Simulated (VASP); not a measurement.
BaTe:

```
Ba Te
1.0
     0.00000    3.48363    3.53238
     3.53238    0.00000    3.53238
     3.53238    3.48363    0.00000
Ba Te
1 1
Direct
  0.00000 0.00000 0.00000
  0.50000 0.50000 0.50000
```

This cell differs from its parent crystal: uniaxial y strain -1.4%.

Base run:

| Item | Value |
| --- | --- |
| Program | VASP 6.6.1 |
| Functional | HSE06 |
| Potentials or basis | VASP PAW PBE potentials, release 64 (Ba_sv, Te) |
| Cutoff | 520 eV |
| k mesh | 4 × 4 × 4 |
| Occupations | gaussian, width 0.01 eV |
| Spin | no spin polarisation |

Its results: band gap on the k mesh 2.24 eV (least direct gap 2.67 eV); pressure 0.4 GPa.

Problem. The run is repeated on the same cell with these changes: functional from HSE06 to PBE. What comes out?

Solution. Band gap on the k mesh 1.52 eV (least direct gap 1.90 eV); pressure 0.8 GPa.

Caveats: spin-orbit coupling is left out, which moves the levels of the heavy elements; the PAW data sets were made with another functional, which shifts forces and pressure a little (at least some runs).

A k mesh can miss the band edges.
